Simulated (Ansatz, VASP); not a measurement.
Two plane-wave programs on KNb3O

```xyz
5
Lattice="1.9055 -7.8260 0.0000 1.9055 7.8260 0.0000 0.0000 0.0000 7.0628" Properties=species:S:1:pos:R:3 pbc="T T T"
K     1.9055    0.0000    0.0000
Nb    1.9055    4.5864    0.0000
Nb    1.9055   -4.5864    0.0000
Nb    1.9055    0.0000    3.5314
O     0.0000    0.0000    3.5314
```

Alike in both runs: functional PBE; k mesh 6 × 6 × 4; occupations gaussian, width 0.1 eV; collinear spin.

Ansatz relaxed the structure, and its values are those at the end. VASP's run is a single point on that final structure, the one shown.

|  | VASP | Ansatz |
| --- | --- | --- |
| version | VASP 6.6.1 | Ansatz 0.2.0 |
| potentials or method | VASP PAW PBE potentials, release 64 (K_sv, Nb_sv, O), cutoff 520 eV | scalar-relativistic, plane waves, PAW |
| valence electrons in the cell | 54 | 54 |

```tsv
	VASP	Ansatz	Ansatz less VASP
gap on the k mesh at the Fermi level (eV)	none	none	-
pressure (GPa)	0.0	0.1	+0.07
rms of the force components (eV/Å)	0.009	0.014	+0.0047
net moment per atom (μB)	0.58	0.58	0.000
size of the moment on the site where the two differ most (μB)	1.78	0.88	-0.892
```

Site moments also hang on the region over which each program counts them. A gap of «none» marks a metal or a gap that the smearing closes.
